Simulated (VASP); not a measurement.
Here is a VASP 6.6.1 calculation.

INCAR

```
PREC = Accurate ; ENCUT = 520
EDIFF = 1E-7 ; ISMEAR = 0
SIGMA = 0.05 ; LREAL = False
LASPH = True ; NELM = 60
ALGO = Normal ; ISIF = 2
LWAVE = False ; LCHARG = False
GGA = PE ; NBANDS = 20
```

The input KPOINTS:

```
regular mesh
0
Gamma
  12 12 6
```

File POSCAR:

```
SnSe2
1.0
    3.8632107324      0.0000000000      0.0000000000
   -1.9316053662      3.3456386344      0.0000000000
    0.0000000000      0.0000000000      5.9722357835
Sn Se
1 2
Direct
    0.0000000000      0.0000000000      0.0000000000
    0.3333333333      0.6666666667      0.2500000000
    0.6666666667      0.3333333333      0.7500000000
```

Potentials or basis: VASP PAW PBE potentials, release 64 (Sn_d, Se).

Run with:

```console
$ cat potpaw_PBE.64/Sn_d/POTCAR potpaw_PBE.64/Se/POTCAR > POTCAR
$ mpirun -np 1 vasp_std > vasp.out
```

Q: Predict the pressure.

A: 5.2 GPa.

Q: Predict the largest force.

A: 0.928 eV/Å.

Q: Predict the band gap on the k mesh.

A: 0.52 eV (least direct gap 0.63 eV).

Stress tensor (GPa, compression positive):
```
4.14 0.00 0.00
0.00 4.14 0.00
0.00 0.00 7.46
```

Caveat: the cell stands under pressure; spin-orbit coupling is left out, which moves the levels of the heavy elements; this functional lacks dispersion, which binds the layers, so the pressure and a relaxed spacing across them are unreliable. A k mesh can miss the band edges.
